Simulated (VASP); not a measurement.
Input of a VASP 6.6.1 run:

INCAR

```
SYSTEM = F
  ALGO = Normal
  EDIFF = 1E-7
  ENCUT = 520
  GGA = PS
  ISIF = 2
  ISMEAR = -1
  LASPH = .TRUE.
  LCHARG = .TRUE.
  LELF = .TRUE.
  LREAL = .FALSE.
  LVHAR = .TRUE.
  LWAVE = .FALSE.
  NBANDS = 10
  NELM = 100
  PREC = Accurate
  SIGMA = 0.08
```

Contents of KPOINTS:

```
k-points
0
G
  19 19 19
  0 0 0
```

POSCAR

```
F
1.0
    0.0000000000      1.5192701313      1.5192701313
    1.5192701313      0.0000000000      1.5192701313
    1.5192701313      1.5192701313      0.0000000000
F
1
Direct
    0.0000000000      0.0000000000      0.0000000000
```

Potentials or basis: VASP PAW PBE potentials, release 64 (F).

Launch:

```console
$ cat potpaw_PBE.64/F/POTCAR > POTCAR
$ mpirun -np 1 vasp_std > vasp.out
```

Task: What does it give for the pressure?

Result: 38.4 GPa.

Caveat: the PAW data sets were made with another functional, which shifts forces and pressure a little; an odd number of electrons without spin polarisation forces a metal; a magnetic or distorted state may lie lower.
